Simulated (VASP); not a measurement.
# Te in VASP: notebook

Runs on Te. Level: r2SCAN. Tasks: single point, relaxation of cell and atoms.

Program: VASP 6.6.1. These are calculated values, not measurements. Logs are shortened: lines on timing, memory, paths and dates and some standing lists are left out, and cuts for length are marked.

## (1) The cell of the first run

It takes space group R-3m (No. 166, trigonal). Conventional cell: a = 4.515 Å, b = 4.515 Å, c = 5.506 Å, α = 90.00°, β = 90.00°, γ = 120.00°. Within 4.2 Å of Te (site symmetry -3m) lie 6 Te at 3.19 Å.

This isn't the form of Te at room conditions, which is trigonal, of chains.

## (2) Single point, r2SCAN

Input file POSCAR:

```
Te
1.0
    2.2577146142      1.3034921403      1.8352779519
   -2.2577146142      1.3034921403      1.8352779519
    0.0000000000     -2.6069842805      1.8352779519
Te
1
Direct
    0.5000000000      0.5000000000      0.5000000000
```

Input file INCAR.step1:

```
SYSTEM = Te
ALGO = Normal
EDIFF = 1E-4
ENCUT = 520
GGA = PE
ISMEAR = 0
LASPH = .True.
LCHARG = .False.
LREAL = .False.
LWAVE = .True.
NBANDS = 9
NELM = 80
PREC = Accurate
SIGMA = 0.1
```

Input file INCAR.step2:

```
SYSTEM = Te
ALGO = Normal
EDIFF = 1E-6
ENCUT = 520
ISIF = 2
ISMEAR = 0
ISTART = 1
LASPH = .True.
LCHARG = .False.
LMIXTAU = .True.
LREAL = .False.
LWAVE = .False.
METAGGA = R2SCAN
NBANDS = 9
NELM = 80
PREC = Accurate
SIGMA = 0.1
```

Input file KPOINTS:

```
k-points
0
Gamma
  18 18 18
  0 0 0
```

Potentials or basis: VASP PAW PBE potentials, release 64 (Te).

Command:

```sh
$ cat potpaw_PBE.64/Te/POTCAR > POTCAR
$ cp INCAR.step1 INCAR
$ mpirun -np 1 vasp_std > vasp.out
$ cp INCAR.step2 INCAR
$ mpirun -np 1 vasp_std > vasp.out
```

OUTCAR:

```text
SYSTEM = Te
   EDIFF = 1E-6
   ENCUT = 520
   ISIF = 2
   ISMEAR = 0
   ISTART = 1
   LASPH = .True.
   LREAL = .False.
   METAGGA = R2SCAN
   NELM = 80
   PREC = Accurate

 ion  position               nearest neighbor table
   1  0.500  0.500  0.500-

  LATTYP: Found a trigonal (rhomboedric) cell.
 ALAT       =     3.1881988959
 COS(alpha) =    -0.0029453518

  Lattice vectors:

 A1 = (   2.2577146142,   1.3034921403,   1.8352779519)
 A2 = (  -2.2577146142,   1.3034921403,   1.8352779519)
 A3 = (   0.0000000000,  -2.6069842805,   1.8352779519)

Analysis of symmetry for initial positions (statically):
=====================================================================
 Subroutine PRICEL returns:
 Original cell was already a primitive cell.

 Routine SETGRP: Setting up the symmetry group for a
 trigonal (rhombohedral) supercell.

 Subroutine GETGRP returns: Found 12 space group operations
 (whereof 12 operations were pure point group operations)
 out of a pool of 12 trial point group operations.

The static configuration has the point symmetry D_3d.

Analysis of symmetry for dynamics (positions and initial velocities):
=====================================================================
 Subroutine PRICEL returns:
 Original cell was already a primitive cell.

 Routine SETGRP: Setting up the symmetry group for a
 trigonal (rhombohedral) supercell.

 Subroutine GETGRP returns: Found 12 space group operations
 (whereof 12 operations were pure point group operations)
 out of a pool of 12 trial point group operations.

The dynamic configuration has the point symmetry D_3d.

 Subroutine INISYM returns: Found 12 space group operations
 (whereof 12 operations are pure point group operations),
 and found     1 'primitive' translations

----------------------------------------------------------------------------------------

                                     Primitive cell

  volume of cell :      32.4064

  direct lattice vectors                    reciprocal lattice vectors
     2.257714614  1.303492140  1.835277952     0.221462889  0.127861658  0.181625531
    -2.257714614  1.303492140  1.835277952    -0.221462889  0.127861658  0.181625531
     0.000000000 -2.606984280  1.835277952     0.000000000 -0.255723317  0.181625531

  length of vectors
     3.188198896  3.188198896  3.188198896     0.313659446  0.313659446  0.313659446

  position of ions in fractional coordinates (direct lattice)
     0.500000000  0.500000000  0.500000000

  ion indices of the primitive-cell ions
   primitive index   ion index
                 1           1

----------------------------------------------------------------------------------------

 KPOINTS: k-points

Automatic generation of k-mesh.
 Grid dimensions read from file:
 generate k-points for:   18   18   18

 Generating k-lattice:

  Cartesian coordinates                     Fractional coordinates (reciprocal lattice)
     0.012303494  0.007103425  0.010090307     0.055555556  0.000000000 -0.000000000
    -0.012303494  0.007103425  0.010090307     0.000000000  0.055555556 -0.000000000
     0.000000000 -0.014206851  0.010090307     0.000000000  0.000000000  0.055555556

  Length of vectors
     0.017425525  0.017425525  0.017425525

  Shift w.r.t. Gamma in fractional coordinates (k-lattice)
     0.000000000  0.000000000  0.000000000

 Subroutine IBZKPT returns following result:
 ===========================================

 Found    580 irreducible k-points:

 Following reciprocal coordinates:
            Coordinates               Weight
  0.000000  0.000000  0.000000      1.000000
  0.055556  0.000000  0.000000      6.000000
  0.111111  0.000000  0.000000      6.000000
  0.166667 -0.000000  0.000000      6.000000
  0.222222  0.000000  0.000000      6.000000
  0.277778  0.000000  0.000000      6.000000
[... 16 lines left out ...]
 -0.277778  0.055556 -0.000000     12.000000
 -0.222222  0.055556 -0.000000     12.000000
 [... further k-points ...]
   k-points           NKPTS =    580   k-points in BZ     NKDIM =    580   number of bands    NBANDS=      9
   number of dos      NEDOS =    301   number of ions     NIONS =      1
   total plane-waves  NPLWV =  13824
   dimension x,y,z NGX =    24 NGY =   24 NGZ =   24
   dimension x,y,z NGXF=    48 NGYF=   48 NGZF=   48
   ions per type =               1
   NGX,Y,Z   is equivalent  to a cutoff of  12.51, 12.51, 12.51 a.u.
   NGXF,Y,Z  is equivalent  to a cutoff of  25.03, 25.03, 25.03 a.u.
 SYSTEM =  Te
   PREC   = accura    normal or accurate (medium, high low for compatibility)
   ISTART =      1    job   : 0-new  1-cont  2-samecut
   ICHARG =      0    charge: 1-file 2-atom 10-const
   ISPIN  =      1    spin polarized calculation?
   LNONCOLLINEAR =      F non collinear calculations
   LSORBIT =      F    spin-orbit coupling
   LASPH  =      T    aspherical Exc in radial PAW
   ENCUT  =  520.0 eV  38.22 Ry    6.18 a.u.   5.93  5.93  5.93*2*pi/ulx,y,z
   NELM   =     80;   NELMIN=  2; NELMDL=  0     # of ELM steps
   EDIFF  = 0.1E-05   stopping-criterion for ELM
   LREAL  =      F    real-space projection
   EDIFFG = 0.1E-04   stopping-criterion for IOM
   NSW    =      0    number of steps for IOM
   IBRION =     -1    ionic relax: 0-MD 1-quasi-New 2-CG
   NFREE  =      0    steps in history (QN), initial steepest desc. (CG)
   ISIF   =      2    stress and relaxation
   ISYM   =      2    0-nonsym 1-usesym 2-fastsym
   POTIM  = 0.5000    time-step for ionic-motion
   TEBEG  =    0.0;   TEEND  =   0.0 temperature during run
   PSTRESS=    0.0 pullay stress
   NELECT =       6.0000    total number of electrons
   NUPDOWN=      -1.0000    fix difference up-down
   EMIN   =  10.00;   EMAX   =-10.00  energy-range for DOS
   EFERMI =   0.00;   METHOD = LEGACY
   ISMEAR =     0;   SIGMA  =   0.10  broadening in eV -4-tet -1-fermi 0-gaus
   EFERMI_NEDOS =   21; number of points for ismear=-14 and -15
   IALGO  =     38    algorithm
   IMIX   =      4    mixing-type and parameters
     AMIX     =   0.40;   BMIX     =  1.00
     AMIX_MAG =   1.60;   BMIX_MAG =  1.00
  volume/ion in A,a.u.               =      32.41       218.69
  Fermi-wavevector in a.u.,A,eV,Ry     =   0.933072  1.763250 11.845545  0.870623
  Thomas-Fermi vector in A             =   2.059735
   LORBIT       =      0    0 simple, 1 ext, 2 COOP (PROOUT), +10 PAW based schemes
   METAGGA = R2SCAN    functional components
   LHFCALC =     F    Hartree Fock is set to
   AEXX    =    0.0000 exact exchange contribution
   IVDW    =     0    specifies the selected vdW correction
   LEPSILON=     F    determine dielectric tensor
   LRPA    =     F    only Hartree local field effects (RPA)
 non-spin polarized calculation
 Gauss-broadening in eV      SIGMA  =   0.10
  energy-cutoff  :      520.00
  volume of cell :       32.41
 maximum number of plane-waves:       912
   NGX = 11   NGY = 11   NGZ = 11

 number of electron       6.0000000 magnetization

 Free energy of the ion-electron system (eV)
  ---------------------------------------------------
  ext. energy  EPLUGINS =         0.00000000
  ---------------------------------------------------
  free energy    TOTEN  =       -25.33024483 eV

  energy without entropy =      -25.32669478  energy(sigma->0) =      -25.32846980

 E-fermi :   6.4909     XC(G=0):  -9.7906

 val. band max:        6.4906697727   @ k =   0.3889   0.3889   0.2222
 cond. band min:       6.4989222938   @ k =   0.1667   0.1111   0.0000
 fundamental gap:      0.0082525211
 Fermi energy:         6.4908996420

 k-point     1 :       0.0000    0.0000    0.0000
  band No.  band energies     occupation
      1      -7.8395      2.00000
      2       7.6864      0.00000
      3       7.7090      0.00000
      4       7.7090      0.00000
      5      12.8036      0.00000
      6      12.8036      0.00000
      7      13.7067      0.00000
      8      24.7429      0.00000
      9      24.7589      0.00000

 k-point     2 :       0.0556    0.0000    0.0000
  band No.  band energies     occupation
      1      -7.8006      2.00000
      2       7.2347      0.00000
      3       7.7293      0.00000
      4       7.7442      0.00000
      5      12.8386      0.00000
      6      13.1295      0.00000
      7      13.9645      0.00000
      8      23.9124      0.00000
      9      23.9238      0.00000

 k-point     3 :       0.1111    0.0000    0.0000
  band No.  band energies     occupation
      1      -7.6849      2.00000
      2       6.1847      1.99999
      3       7.8325      0.00000
      4       7.8476      0.00000
      5      12.9429      0.00000
      6      13.4772      0.00000
      7      15.0147      0.00000
      8      22.7280      0.00000
      9      22.7395      0.00000

 k-point     4 :       0.1667   -0.0000    0.0000
  band No.  band energies     occupation
      1      -7.4967      2.00000
      2       4.9618      2.00000
      3       7.9977      0.00000
      4       8.0128      0.00000
      5      13.1138      0.00000
      6      13.7360      0.00000
      7      16.5385      0.00000
      8      21.5795      0.00000
      9      21.5911      0.00000

 k-point     5 :       0.2222    0.0000    0.0000
  band No.  band energies     occupation
      1      -7.2441      2.00000
      2       3.7444      2.00000
      3       8.2132      0.00000
      4       8.2284      0.00000
      5      13.3460      0.00000
      6      14.0417      0.00000
      7      18.1476      0.00000
      8      20.5154      0.00000
      9      20.5268      0.00000

 k-point     6 :       0.2778    0.0000    0.0000
  band No.  band energies     occupation
      1      -6.9415      2.00000
      2       2.6130      2.00000
      3       8.4611      0.00000
      4       8.4763      0.00000
      5      13.6294      0.00000
      6      14.4212      0.00000
      7      19.3190      0.00000
      8      19.5719      0.00000
      9      19.5759      0.00000
[... 169 lines left out ...]
 k-point    21 :      -0.3889    0.0556    0.0000
  band No.  band energies     occupation
      1      -6.2637      2.00000
      2       0.8675      2.00000
      3       8.5291      0.00000
      4       8.9843      0.00000
      5      14.5083      0.00000
      6      15.4851      0.00000
      7      17.1604      0.00000
      8      18.1766      0.00000
      9      18.8189      0.00000

 k-point    22 :      -0.3333    0.0556   -0.0000
  band No.  band energies     occupation
      1      -6.5752      2.00000
      2       1.6610      2.00000
      3       8.2928      0.00000
      4       8.7577      0.00000
      5      14.1842      0.00000
      6      15.0809      0.00000
      7      17.7118      0.00000
      8      18.7987      0.00000
      9      19.5669      0.00000

 k-point    23 :      -0.2778    0.0556   -0.0000
  band No.  band energies     occupation
      1      -6.9030      2.00000
      2       2.6519      2.00000
      3       8.0288      0.00000
      4       8.5034      0.00000
      5      13.8580      0.00000
      6      14.6938      0.00000
      7      18.3780      0.00000
      8      19.6014      0.00000
      9      19.8367      0.00000

 k-point    24 :      -0.2222    0.0556   -0.0000
  band No.  band energies     occupation
      1      -7.2056      2.00000
      2       3.7834      2.00000
      3       7.7728      0.00000
      4       8.2555      0.00000
      5      13.5657      0.00000
      6      14.3578      0.00000
      7      18.0618      0.00000
      8      19.8167      0.00000
      9      20.5555      0.00000

 [... further k-points ...]

------------------------ aborting loop because EDIFF is reached ----------------------------------------

  FORCE on cell =-STRESS in cart. coord.  units (eV):
  Direction    XX          YY          ZZ          XY          YZ          ZX
  --------------------------------------------------------------------------------------
  -------------------------------------------------------------------------------------
  Total       -0.0080659     -0.0080659     -0.0035123      0.0000000     -0.0000000     -0.0000000
  in kB       -0.3987774     -0.3987774     -0.1736492      0.0000000     -0.0000000     -0.0000000
  external PRESSURE =      -0.3237347 kB  Pullay stress =       0.0000000 kB

 VOLUME and BASIS-vectors are now :
 -----------------------------------------------------------------------------
  energy-cutoff  :      520.00
  volume of cell :       32.41
      direct lattice vectors                 reciprocal lattice vectors
     2.257714614  1.303492140  1.835277952     0.221462889  0.127861658  0.181625531
    -2.257714614  1.303492140  1.835277952    -0.221462889  0.127861658  0.181625531
     0.000000000 -2.606984280  1.835277952     0.000000000 -0.255723317  0.181625531

 POSITION                                       TOTAL-FORCE (eV/Angst)
 -----------------------------------------------------------------------------------
      0.00000      0.00000      2.75292         0.000000     -0.000000      0.000000
 -----------------------------------------------------------------------------------
    total drift:                                0.000000      0.000000     -0.000000

  FREE ENERGIE OF THE ION-ELECTRON SYSTEM (eV)
  ---------------------------------------------------
  free  energy   TOTEN  =       -25.3302448321 eV

  energy  without entropy=      -25.3266947763  energy(sigma->0) =      -25.32846980
```

It took 3.9 min on 1 thread of Intel Xeon 8259CL, shared host; peak memory 0.28 GiB.

Results:

```yaml
Free_energy: -25.3302 eV
Pressure: 0.0 GPa
Band_gap_on_the_k_mesh: zero (bands 3 and 4 overlap by 5.92 eV)
```

Caveat: the PAW data sets were made with another functional, which shifts forces and pressure a little; spin-orbit coupling is left out, which moves the levels of the heavy elements.

## (3) Relaxation of cell and atoms, r2SCAN

Input file POSCAR:

```
Te
1.0
    3.1885452703      0.0000000000      0.0000000000
    0.0000000000      3.1885452703      0.0000000000
    0.0000000000      0.0000000000      3.1885452703
Te
1
Direct
    0.0000000000      0.0000000000      0.0000000000
```

Input file INCAR.step1:

```
SYSTEM = Te
ALGO = Normal ; EDIFF = 1E-4
ENCUT = 600 ; GGA = PE
ISMEAR = 0 ; LASPH = .True.
LCHARG = .False. ; LREAL = .False.
LWAVE = .True. ; NELM = 60
PREC = Accurate ; SIGMA = 0.1
```

Input file INCAR.step2:

```
SYSTEM = Te
ALGO = Normal ; EDIFF = 1E-7
EDIFFG = -0.01 ; ENCUT = 600
IBRION = 2 ; ISIF = 3
ISMEAR = 0 ; ISTART = 1
LASPH = .True. ; LCHARG = .False.
LMIXTAU = .True. ; LREAL = .False.
LWAVE = .False. ; METAGGA = R2SCAN
NELM = 60 ; NSW = 100
PREC = Accurate ; SIGMA = 0.1
```

KPOINTS is that of step 2.

Potentials or basis: VASP PAW PBE potentials, release 64 (Te).

Command:

```sh
$ cat potpaw_PBE.64/Te/POTCAR > POTCAR
$ cp INCAR.step1 INCAR
$ mpirun -np 1 vasp_std > vasp.out
$ cp INCAR.step2 INCAR
$ mpirun -np 1 vasp_std > vasp.out
```

It took 84 s on 1 thread of Intel Xeon Platinum 8559C (Emerald Rapids), shared host; peak memory 0.21 GiB.

The run converged. Its results:

- Free energy: -25.3307 eV
- Pressure after relaxing: 0.0 GPa
- Band gap on the k mesh: zero (bands 3 and 4 overlap by 5.96 eV)

Final structure:
```xyz
1
Lattice="3.1885 0.0000 0.0000 0.0000 3.1885 0.0000 0.0000 0.0000 3.1885" Properties=species:S:1:pos:R:3 pbc="T T T"
Te    0.0000    0.0000    0.0000
```

Levels at points of the mesh, in eV from the Fermi level:
```
           k point  band 1  band 2  band 3  band 4  band 5  band 6  band 7
(0.00, 0.00, 0.00)  -14.33    1.21    1.21    1.21    6.31    6.31    7.21
(0.50, 0.00, 0.00)  -12.47   -6.37    2.67    2.67    8.11   10.25   10.30
(0.50, 0.50, 0.00)  -10.53   -4.76   -4.76    2.37    4.10   11.46   12.96
(0.50, 0.50, 0.50)   -8.45   -3.28   -3.28   -3.28    4.75    4.75    4.75
```

Caveat: the relaxation stopped at its first step, so nothing moved; the PAW data sets were made with another functional, which shifts forces and pressure a little; spin-orbit coupling is left out, which moves the levels of the heavy elements.
